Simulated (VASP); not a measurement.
The system is Sb.

```
Sb
1.0
     2.47127   -2.70053    0.00000
     2.47127    2.70053    0.00000
     0.00000    0.00000    4.43457
Sb
2
Direct
  0.75000 0.25000 0.80721
  0.25000 0.75000 0.19279
```

The cell was generated, and may not be a known phase.

- Program: VASP 6.6.1
- Task: relaxation of cell and atoms
- Functional: PBE
- Potentials or basis: VASP PAW PBE potentials, release 64 (Sb)
- Cutoff: 600 eV
- k mesh: 16 × 16 × 12
- Occupations: gaussian, width 0.1 eV
- Spin: no spin polarisation

At the start: pressure -0.1 GPa; volume 29.60 Å³/atom.

Problem. Where does the relaxation end?

Solution. Over 18 steps the energy falls by 39.0 meV/atom and the volume is 28.21 Å³/atom (-4.7 %); space group Cmme (No. 67, to 0.1 Å) before, P4/nmm (No. 129, to 0.1 Å).

The path:
| step | energy change (eV) | largest force (eV/Å) | pressure (GPa) | volume (Å³) |
| --- | --- | --- | --- | --- |
| 1 | 0.0000 | 0.0696 | -0.08 | 59.19 |
| 2 | -0.0146 | 0.0700 | -0.10 | 59.06 |
| 3 | -0.0491 | 0.0254 | 0.04 | 58.55 |
| 4 | -0.0466 | 0.1912 | 1.13 | 57.00 |
| 5 | -0.0586 | 0.0635 | 0.31 | 57.98 |
| 6 | -0.0601 | 0.1004 | 0.47 | 57.73 |
| 7 | -0.0604 | 0.0507 | -1.37 | 59.27 |
| 8 | -0.0631 | 0.0176 | -0.51 | 58.51 |
| 9 | -0.0693 | 0.0135 | -0.57 | 58.16 |
| 10 | -0.0700 | 0.0126 | -0.29 | 56.91 |
| 11 | -0.0719 | 0.0128 | -0.49 | 57.44 |
| 12 | -0.0752 | 0.0268 | 0.02 | 56.65 |
| 13 | -0.0757 | 0.0281 | 0.32 | 56.25 |
| 14 | -0.0775 | 0.0004 | 0.02 | 56.46 |
| 15 | -0.0778 | 0.0175 | -0.15 | 56.58 |
| 16 | -0.0780 | 0.0090 | 0.02 | 56.41 |
| 17 | -0.0780 | 0.0088 | 0.03 | 56.41 |
| 18 | -0.0780 | 0.0099 | 0.02 | 56.43 |

Final structure:
```cif
data_structure
_symmetry_space_group_name_H-M 'P 1'
_symmetry_Int_Tables_number 1
_cell_length_a 3.9361
_cell_length_b 3.9361
_cell_length_c 3.6420
_cell_angle_alpha 90.000
_cell_angle_beta 90.000
_cell_angle_gamma 90.012
_cell_volume 56.43
loop_
_atom_site_label
_atom_site_type_symbol
_atom_site_fract_x
_atom_site_fract_y
_atom_site_fract_z
_atom_site_occupancy
Sb1 Sb 0.75000 0.25000 0.80447 1
Sb2 Sb 0.25000 0.75000 0.19553 1
```

Caveat: a cell axis changed by over 15 % at a fixed basis, so the end point is rough.
